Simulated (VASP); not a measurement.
A run of VASP 6.6.1:

The input INCAR:

```
SYSTEM = LiPb
PREC = Accurate
ENCUT = 520
EDIFF = 1E-6
ISMEAR = 0
SIGMA = 0.15
LREAL = .False.
LASPH = .True.
NELM = 60
ALGO = Fast
ISIF = 2
LWAVE = .False.
LCHARG = .False.
NBANDS = 16
```

KPOINTS

```
Automatic mesh
0
Gamma
  15 15 15
  0 0 0
```

POSCAR

```
LiPb
1.0
    2.4935002839      1.4396230601      2.0626700000
   -2.4935002839      1.4396230601      2.0626700000
    0.0000000000     -2.8792461203      2.0626700000
Li Pb
1 1
Direct
    0.5000000000      0.5000000000      0.5000000000
    0.0000000000      0.0000000000      0.0000000000
```

Potentials or basis: VASP PAW LDA potentials, release 64 (Li_sv, Pb_d).

Command:

```sh
$ cat potpaw_LDA.64/Li_sv/POTCAR potpaw_LDA.64/Pb_d/POTCAR > POTCAR
$ mpirun -np 1 vasp_std > vasp.out
```

Hardware: 1 thread of AMD EPYC 7R13 (shared host).

Q: How long does it take, and how much memory?

A: Run time: 8.4 min on 1 thread of AMD EPYC 7R13, on a shared host, peak memory 0.29 GiB. Counts: scf iterations 15, k points 344.
